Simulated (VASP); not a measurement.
# Pt (Fm-3m) in VASP: further runs, part 2 of 2

VASP 6.6.1. Earlier steps stand in the parts before.

### 3 Single point, revPBE

INCAR

```
  PREC = Accurate
  ENCUT = 520
  EDIFF = 1E-6
  ISMEAR = 1
  SIGMA = 0.1
  LREAL = F
  LASPH = T
  NELM = 80
  ALGO = Normal
  ISIF = 2
  LWAVE = F
  LCHARG = F
  GGA = RE
  NBANDS = 11
```

KPOINTS

```
Automatic mesh
0
Gamma
  12 12 12
```

POSCAR

```
Pt
1.0
    0.0000000000      1.9609000000      1.9609000000
    1.9609000000      0.0000000000      1.9609000000
    1.9609000000      1.9609000000      0.0000000000
Pt
1
Direct
    0.0000000000      0.0000000000      0.0000000000
```

Potentials or basis: VASP PAW PBE potentials, release 64 (Pt).

On the command line:

```sh
cat potpaw_PBE.64/Pt/POTCAR > POTCAR
mpirun -np 1 vasp_std > vasp.out
```

OUTCAR:

```text
PREC = Accurate
   ENCUT = 520
   EDIFF = 1E-6
   ISMEAR = 1
   LREAL = F
   LASPH = T
   NELM = 80
   ISIF = 2
   GGA = RE

 ion  position               nearest neighbor table
   1  0.000  0.000  0.000-

  LATTYP: Found a face centered cubic cell.
 ALAT       =     3.9218000000

  Lattice vectors:

 A1 = (   0.0000000000,   1.9609000000,   1.9609000000)
 A2 = (   1.9609000000,   0.0000000000,   1.9609000000)
 A3 = (   1.9609000000,   1.9609000000,   0.0000000000)

Analysis of symmetry for initial positions (statically):
=====================================================================
 Subroutine PRICEL returns:
 Original cell was already a primitive cell.

 Routine SETGRP: Setting up the symmetry group for a
 face centered cubic supercell.

 Subroutine GETGRP returns: Found 48 space group operations
 (whereof 48 operations were pure point group operations)
 out of a pool of 48 trial point group operations.

The static configuration has the point symmetry O_h .

Analysis of symmetry for dynamics (positions and initial velocities):
=====================================================================
 Subroutine PRICEL returns:
 Original cell was already a primitive cell.

 Routine SETGRP: Setting up the symmetry group for a
 face centered cubic supercell.

 Subroutine GETGRP returns: Found 48 space group operations
 (whereof 48 operations were pure point group operations)
 out of a pool of 48 trial point group operations.

The dynamic configuration has the point symmetry O_h .

 Subroutine INISYM returns: Found 48 space group operations
 (whereof 48 operations are pure point group operations),
 and found     1 'primitive' translations

----------------------------------------------------------------------------------------

                                     Primitive cell

  volume of cell :      15.0798

  direct lattice vectors                    reciprocal lattice vectors
     0.000000000  1.960900000  1.960900000    -0.254984956  0.254984956  0.254984956
     1.960900000  0.000000000  1.960900000     0.254984956 -0.254984956  0.254984956
     1.960900000  1.960900000  0.000000000     0.254984956  0.254984956 -0.254984956

  length of vectors
     2.773131374  2.773131374  2.773131374     0.441646899  0.441646899  0.441646899

  position of ions in fractional coordinates (direct lattice)
     0.000000000  0.000000000  0.000000000

  ion indices of the primitive-cell ions
   primitive index   ion index
                 1           1

----------------------------------------------------------------------------------------

 KPOINTS: Automatic mesh

Automatic generation of k-mesh.
 Grid dimensions read from file:
 generate k-points for:   12   12   12

 Generating k-lattice:

  Cartesian coordinates                     Fractional coordinates (reciprocal lattice)
    -0.021248746  0.021248746  0.021248746     0.083333333  0.000000000  0.000000000
     0.021248746 -0.021248746  0.021248746     0.000000000  0.083333333  0.000000000
     0.021248746  0.021248746 -0.021248746     0.000000000  0.000000000  0.083333333

  Length of vectors
     0.036803908  0.036803908  0.036803908

  Shift w.r.t. Gamma in fractional coordinates (k-lattice)
     0.000000000  0.000000000  0.000000000

 Subroutine IBZKPT returns following result:
 ===========================================

 Found     72 irreducible k-points:

 Following reciprocal coordinates:
            Coordinates               Weight
  0.000000  0.000000  0.000000      1.000000
  0.083333  0.000000  0.000000      8.000000
  0.166667  0.000000  0.000000      8.000000
  0.250000  0.000000  0.000000      8.000000
  0.333333  0.000000  0.000000      8.000000
  0.416667  0.000000  0.000000      8.000000
[... 16 lines left out ...]
  0.500000  0.166667  0.000000     24.000000
 -0.416667  0.166667  0.000000     24.000000
 [... further k-points ...]
   k-points           NKPTS =     72   k-points in BZ     NKDIM =     72   number of bands    NBANDS=     11
   number of dos      NEDOS =    301   number of ions     NIONS =      1
   total plane-waves  NPLWV =  13824
   dimension x,y,z NGX =    24 NGY =   24 NGZ =   24
   dimension x,y,z NGXF=    48 NGYF=   48 NGZF=   48
   ions per type =               1
   NGX,Y,Z   is equivalent  to a cutoff of  14.39, 14.39, 14.39 a.u.
   NGXF,Y,Z  is equivalent  to a cutoff of  28.78, 28.78, 28.78 a.u.
 SYSTEM =  unknown system
   PREC   = accura    normal or accurate (medium, high low for compatibility)
   ISTART =      0    job   : 0-new  1-cont  2-samecut
   ICHARG =      2    charge: 1-file 2-atom 10-const
   ISPIN  =      1    spin polarized calculation?
   LNONCOLLINEAR =      F non collinear calculations
   LSORBIT =      F    spin-orbit coupling
   LASPH  =      T    aspherical Exc in radial PAW
   ENCUT  =  520.0 eV  38.22 Ry    6.18 a.u.   5.16  5.16  5.16*2*pi/ulx,y,z
   NELM   =     80;   NELMIN=  2; NELMDL= -5     # of ELM steps
   EDIFF  = 0.1E-05   stopping-criterion for ELM
   LREAL  =      F    real-space projection
   EDIFFG = 0.1E-04   stopping-criterion for IOM
   NSW    =      0    number of steps for IOM
   IBRION =     -1    ionic relax: 0-MD 1-quasi-New 2-CG
   NFREE  =      0    steps in history (QN), initial steepest desc. (CG)
   ISIF   =      2    stress and relaxation
   ISYM   =      2    0-nonsym 1-usesym 2-fastsym
   POTIM  = 0.5000    time-step for ionic-motion
   TEBEG  =    0.0;   TEEND  =   0.0 temperature during run
   PSTRESS=    0.0 pullay stress
   NELECT =      10.0000    total number of electrons
   NUPDOWN=      -1.0000    fix difference up-down
   EMIN   =  10.00;   EMAX   =-10.00  energy-range for DOS
   EFERMI =   0.00;   METHOD = LEGACY
   ISMEAR =     1;   SIGMA  =   0.10  broadening in eV -4-tet -1-fermi 0-gaus
   EFERMI_NEDOS =   21; number of points for ismear=-14 and -15
   IALGO  =     38    algorithm
   IMIX   =      4    mixing-type and parameters
     AMIX     =   0.40;   BMIX     =  1.00
     AMIX_MAG =   1.60;   BMIX_MAG =  1.00
  volume/ion in A,a.u.               =      15.08       101.76
  Fermi-wavevector in a.u.,A,eV,Ry     =   1.427609  2.697791 27.729605  2.038068
  Thomas-Fermi vector in A             =   2.547760
   LORBIT       =      0    0 simple, 1 ext, 2 COOP (PROOUT), +10 PAW based schemes
   GGA     = RE    functional components
   LHFCALC =     F    Hartree Fock is set to
   AEXX    =    0.0000 exact exchange contribution
   IVDW    =     0    specifies the selected vdW correction
   LEPSILON=     F    determine dielectric tensor
   LRPA    =     F    only Hartree local field effects (RPA)
 non-spin polarized calculation
 Methfessel and Paxton  Order N= 1 SIGMA  =   0.10
  energy-cutoff  :      520.00
  volume of cell :       15.08
 maximum number of plane-waves:       419
 NGX is ok and might be reduce to    24
   NGX = 11   NGY = 11   NGZ = 11

 number of electron      10.0000000 magnetization

 Free energy of the ion-electron system (eV)
  ---------------------------------------------------
  ext. energy  EPLUGINS =         0.00000000
  ---------------------------------------------------
  free energy    TOTEN  =        -5.55285456 eV

  energy without entropy =       -5.55064876  energy(sigma->0) =       -5.55211930

 E-fermi :  11.3471     XC(G=0): -13.4496

 val. band max:       11.3454926292   @ k =  -0.4167   0.3333   0.0833
 cond. band min:      11.3491779948   @ k =  -0.4167   0.4167   0.1667
 fundamental gap:      0.0036853656
 Fermi energy:        11.3470561828

 k-point     1 :       0.0000    0.0000    0.0000
  band No.  band energies     occupation
      1       1.1307      2.00000
      2       7.5507      2.00000
      3       7.5507      2.00000
      4       7.5507      2.00000
      5       9.7003      2.00000
      6       9.7003      2.00000
      7      25.9459      0.00000
      8      30.9292      0.00000
      9      30.9292      0.00000
     10      30.9292      0.00000
     11      36.2631      0.00000
[... 309 lines left out ...]
 k-point    24 :      -0.4167    0.1667    0.0000
  band No.  band energies     occupation
      1       4.8327      2.00000
      2       6.9065      2.00000
      3       8.1656      2.00000
      4       8.4597      2.00000
      5      11.0383      2.00011
      6      14.3710      0.00000
      7      17.3822      0.00000
      8      26.1420      0.00000
      9      28.2469      0.00000
     10      29.8936      0.00000
     11      38.1967      0.00000

 [... further k-points ...]

------------------------ aborting loop because EDIFF is reached ----------------------------------------

  FORCE on cell =-STRESS in cart. coord.  units (eV):
  Direction    XX          YY          ZZ          XY          YZ          ZX
  --------------------------------------------------------------------------------------
  -------------------------------------------------------------------------------------
  Total        1.1953052      1.1953052      1.1953052      0.0000000      0.0000000      0.0000000
  in kB      126.9968778    126.9968778    126.9968778      0.0000000      0.0000000      0.0000000
  external PRESSURE =     126.9968778 kB  Pullay stress =       0.0000000 kB

 VOLUME and BASIS-vectors are now :
 -----------------------------------------------------------------------------
  energy-cutoff  :      520.00
  volume of cell :       15.08
      direct lattice vectors                 reciprocal lattice vectors
     0.000000000  1.960900000  1.960900000    -0.254984956  0.254984956  0.254984956
     1.960900000  0.000000000  1.960900000     0.254984956 -0.254984956  0.254984956
     1.960900000  1.960900000  0.000000000     0.254984956  0.254984956 -0.254984956

 POSITION                                       TOTAL-FORCE (eV/Angst)
 -----------------------------------------------------------------------------------
      0.00000      0.00000      0.00000         0.000000     -0.000000      0.000000
 -----------------------------------------------------------------------------------
    total drift:                               -0.000000      0.000000      0.000000

  FREE ENERGIE OF THE ION-ELECTRON SYSTEM (eV)
  ---------------------------------------------------
  free  energy   TOTEN  =        -5.5528545640 eV

  energy  without entropy=       -5.5506487630  energy(sigma->0) =       -5.55211930
```

OSZICAR:

```text
N       E                     dE             d eps       ncg     rms          rms(c)
DAV:   1     0.413827459524E+02    0.41383E+02   -0.53387E+03  1616   0.847E+02
DAV:   2    -0.522706936660E+01   -0.46610E+02   -0.44492E+02  1823   0.175E+02
DAV:   3    -0.588966517239E+01   -0.66260E+00   -0.66095E+00  1806   0.201E+01
DAV:   4    -0.589232632227E+01   -0.26611E-02   -0.26609E-02  1838   0.150E+00
DAV:   5    -0.589234778867E+01   -0.21466E-04   -0.21465E-04  1848   0.125E-01    0.128E+01
DAV:   6    -0.559125965922E+01    0.30109E+00   -0.65927E-01  1728   0.655E+00    0.690E+00
DAV:   7    -0.555614669982E+01    0.35113E-01   -0.14236E-01  1818   0.291E+00    0.252E+00
DAV:   8    -0.555316440350E+01    0.29823E-02   -0.91523E-03  1719   0.810E-01    0.591E-01
DAV:   9    -0.555285172488E+01    0.31268E-03   -0.49360E-04  1746   0.186E-01    0.444E-02
DAV:  10    -0.555285479761E+01   -0.30727E-05   -0.94303E-06  2046   0.239E-02    0.773E-03
DAV:  11    -0.555285456405E+01    0.23356E-06   -0.49715E-08   987   0.222E-03
   1 F= -.55528546E+01 E0= -.55521193E+01  d E =-.220580E-02
```

Run time: 5.8 s. Hardware: 1 thread of Intel Xeon 6975P-C, shared host; peak memory 0.15 GiB.

What came out:

- Free energy: -5.5529 eV
- Pressure: 12.7 GPa
- Band gap on the k mesh: zero (band 5 reaches 11.83 eV, above the bottom of band 6 at 9.60 eV)

Caveat: the PAW data sets were made with another functional, which shifts forces and pressure a little; spin-orbit coupling is left out, which moves the levels of the heavy elements.
